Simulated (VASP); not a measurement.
The system is BeNiTe6.

```xyz
8
Lattice="3.2639 5.6532 0.0000 -3.2639 5.6532 0.0000 0.0000 -3.7688 5.8470" Properties=species:S:1:pos:R:3 pbc="T T T"
Be    0.0000    3.7688    2.9235
Ni    0.0000    0.0000    0.0000
Te   -1.2403    1.9862    4.4437
Te    2.1640    3.5860    4.4437
Te   -0.9237    5.7342    4.4437
Te    1.2403    5.5515    1.4033
Te   -2.1640    3.9516    1.4033
Te    0.9237    1.8034    1.4033
```

```yaml
Program: VASP 6.6.1
Task: relaxation of cell and atoms
Functional: PBE
Potentials_or_basis: VASP PAW PBE potentials, release 64 (Be, Ni, Te)
Cutoff: 600 eV
k_mesh: 4 × 4 × 4
Occupations: tetrahedron
Spin: no spin polarisation
```

At the start: pressure 0.6 GPa; volume 26.97 Å³/atom.

Q: Where does the relaxation end?

A: Over 17 steps the energy falls by 187.3 meV/atom and the volume is 24.64 Å³/atom (-8.7 %); space group R-3 (No. 148, to 0.1 Å) before and after.

The path:
```
step  energy change (eV)  largest force (eV/Å)  pressure (GPa)  volume (Å³)
   1              0.0000                1.3372            0.57       215.77
   2             -0.4346                0.7576           -1.76       218.77
   3             -0.6321                0.3801           -3.71       222.04
   4             -0.9562                0.4653           -2.07       211.30
   5             -1.1172                0.7115            1.72       195.74
   6             -1.1259                0.6431            0.66       199.17
   7             -1.2325                0.5734            0.57       198.54
   8             -1.3793                0.3858            0.59       196.38
   9             -1.4454                0.2044           -0.43       199.32
  10             -1.4596                0.1216           -1.08       201.44
  11             -1.4835                0.1740            0.47       196.54
  12             -1.4847                0.1449            0.18       197.40
  13             -1.4938                0.0976            0.07       197.39
  14             -1.4980                0.0376           -0.17       197.36
  15             -1.4977                0.0169            0.28       196.14
  16             -1.4983                0.0291            0.10       196.89
  17             -1.4987                0.0083            0.00       197.08
```

Final structure:
```xyz
8
Lattice="3.2983 5.7129 0.0000 -3.2983 5.7129 0.0000 0.0000 -3.8086 5.2296" Properties=species:S:1:pos:R:3 pbc="T T T"
Be    0.0000    3.8086    2.6148
Ni    3.2983    1.9043    5.2296
Te   -1.0782    1.7489    3.9001
Te    2.3228    3.9047    3.9001
Te   -1.2446    5.7722    3.9001
Te    1.0782    5.8683    1.3295
Te   -2.3228    3.7125    1.3295
Te    1.2446    1.8450    1.3295
```

Caveat: tetrahedron occupations give inexact forces and stress in metals.
